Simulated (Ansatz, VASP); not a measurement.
# Cu: VASP beside Ansatz

The input INCAR:

```
SYSTEM = Cu
  PREC = Accurate
  ENCUT = 520
  EDIFF = 1E-7
  ISMEAR = 0
  SIGMA = 0.15
  LREAL = .FALSE.
  LASPH = .TRUE.
  NELM = 60
  ALGO = Fast
  ISIF = 2
  LWAVE = .FALSE.
  LCHARG = .FALSE.
  GGA = PE
  NBANDS = 12
```

KPOINTS

```
Automatic mesh
0
G
  24 24 24
  0 0 0
```

Contents of POSCAR:

```
Cu
1.0
    0.0000000000      2.1900246981      1.3779635400
    2.1900246981      0.0000000000      1.3779635400
    2.1900246981      2.1900246981      0.0000000000
Cu
1
Direct
    0.0000000000      0.0000000000      0.0000000000
```

Input for Ansatz:

```yaml
crystal:
  lattice:
    - [0.0, 2.1900246981, 1.37796354]
    - [2.1900246981, 0.0, 1.37796354]
    - [2.1900246981, 2.1900246981, 0.0]
  atoms:
    - { symbol: Cu, position: [0.0, 0.0, 0.0] }
basis:
  ecutwfc: 520.0
kpoints:
  mp_grid: { grid: [24, 24, 24] }
hamiltonian:
  xc: pbe
  pseudopotentials: { kind: paw, azcp: { folder: soft_1 } }
scf:
  occupations: { method: gaussian, width: 0.15 }
output:
  forces: true
  stress: true
  eigenvalues: true
```

Alike in both runs: task single point; functional PBE; k mesh 24 × 24 × 24; occupations gaussian, width 0.15 eV; no spin polarisation.

|  | VASP | Ansatz |
| --- | --- | --- |
| version | VASP 6.6.1 | Ansatz 0.2.0 |
| potentials or method | VASP PAW PBE potentials, release 64 (Cu), cutoff 520 eV | scalar-relativistic, plane waves, PAW |
| valence electrons in the cell | 11 | 19 |

```tsv
	VASP	Ansatz	Ansatz less VASP
gap on the k mesh at the Fermi level (eV)	none	none	-
pressure (GPa)	-9.6	-10.3	-0.63
traceless stress, the component that is largest in VASP (GPa)	0.24	0.22	-0.020
```

A gap of «none» marks a metal or a gap that the smearing closes. VASP's potentials hold 11 valence electrons a cell and Ansatz's 19, so a difference there can come from the potentials and not from the codes.
